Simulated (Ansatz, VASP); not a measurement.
**TaF3 in VASP and in Ansatz**

```
Ta F
1.0
     3.84268    0.00000    0.00000
     0.00000    3.84268    0.00000
     0.00000    0.00000    3.84268
Ta F
1 3
Direct
  0.00000 0.00000 0.00000
  0.50000 0.00000 0.00000
  0.00000 0.50000 0.00000
  0.00000 0.00000 0.50000
```

Change from the starting cell: strain -0.015 along x and y, -0.015 along z, atoms carried along.

Alike in both runs: task single point; functional PBE; k mesh 12 × 12 × 12; occupations gaussian, width 0.15 eV; no spin polarisation.

```csv
,VASP,Ansatz
version,VASP 6.6.1,Ansatz 0.2.0
potentials or method,"VASP PAW PBE potentials, release 64 (Ta_pv, F), cutoff 520 eV","scalar-relativistic, plane waves, PAW"
valence electrons in the cell,32,34
```

Ansatz gave:

```
gap on the k mesh at the Fermi level (eV) : none
pressure (GPa)                            : 35.9
```

Problem. Estimate VASP's values.

Solution. gap on the k mesh at the Fermi level (eV): none; pressure (GPa): 36.6.

A gap of «none» marks a metal or a gap that the smearing closes. Both programs put the cell under a high pressure, so it lies far from rest at this level. VASP's potentials hold 32 valence electrons a cell and Ansatz's 34, so a difference there can come from the potentials and not from the codes.

Spin-orbit coupling is off throughout.
